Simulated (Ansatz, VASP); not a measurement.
## One calculation of PbS, two programs

```
Pb S
1.0
     0.00000    2.98723    2.98723
     2.98723    0.00000    2.98723
     2.98723    2.98723    0.00000
Pb S
1 1
Cartesian
  0.0000 0.0000 0.0000
  2.9872 2.9872 2.9872
```

Alike in both runs: task single point; functional PBE-based global hybrid; k mesh 4 × 4 × 4; no spin polarisation.

```csv
,VASP,Ansatz
version,VASP 6.6.1,Ansatz 0.2.0
potentials or method,"VASP PAW PBE potentials, release 64 (Pb_d, S)",plane waves
plane-wave cutoff (eV),520,420
occupations,"gaussian, width 0.01 eV",fixed
valence electrons in the cell,20,20
```

```csv
,VASP,Ansatz,Ansatz less VASP
gap on the k mesh at the Fermi level (eV),2.77,2.66,-0.112
pressure (GPa),-1.4,-0.9,+0.43
```

VASP's potentials were made for PBE, not for PBE-based global hybrid. Ansatz's warnings: stress exchange threshold loose, stress scf threshold loose.

The k mesh is coarse, so the values compare programs but aren't converged. Spin-orbit coupling is off throughout.
